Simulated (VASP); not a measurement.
Wanted: the native input for a VASP 6.6.1 run.

| Property | Result |
| --- | --- |
| Task | single point |
| Functional | PBE |
| Potentials or basis | VASP PAW PBE potentials, release 64 (B, P) |
| Cutoff | 500 eV |
| k mesh | 6 × 6 × 6 |
| Occupations | gaussian, width 0.05 eV |
| Spin | no spin polarisation |
| Dipole correction | no |
| Further INCAR settings | ALGO = Normal; EDIFF = 1e-06; NBANDS = 11 |

The structure of BP lies in POSCAR:

```
BP
1.0
    2.7886018002      0.0000000000      0.0000000000
    0.0000000000      2.7886018002      0.0000000000
    0.0000000000      0.0000000000      2.7886018002
B P
1 1
Direct
    0.0000000000      0.0000000000      0.0000000000
    0.5000000000      0.5000000000      0.5000000000
```

These files were run (other wordings do the same):

INCAR

```
SYSTEM = BP
PREC = Accurate ; ENCUT = 500
EDIFF = 1E-6 ; ISMEAR = 0
SIGMA = 0.05 ; LREAL = .FALSE.
LASPH = .TRUE. ; NELM = 120
ALGO = Normal ; ISIF = 2
LWAVE = .FALSE. ; LCHARG = .TRUE.
GGA = PE ; LELF = .TRUE.
LVHAR = .TRUE. ; NBANDS = 11
GGA_COMPAT = .FALSE.
```

KPOINTS

```
Automatic mesh
0
G
  6 6 6
  0 0 0
```

Potentials or basis: VASP PAW PBE potentials, release 64 (B, P).

Launch:

```console
$ cat potpaw_PBE.64/B/POTCAR potpaw_PBE.64/P/POTCAR > POTCAR
$ mpirun -np 1 vasp_std > vasp.out
```

It gave:

```yaml
Pressure: -6.8 GPa
Band_gap_on_the_k_mesh: zero (band 4 reaches 11.88 eV, above the bottom of band 5 at 6.36 eV)
```

Caveat: the k points lie up to 0.38 Å⁻¹ apart.

It took 8.1 s on 1 thread of Intel Xeon 8259CL, on a shared host, peak memory 0.12 GiB.
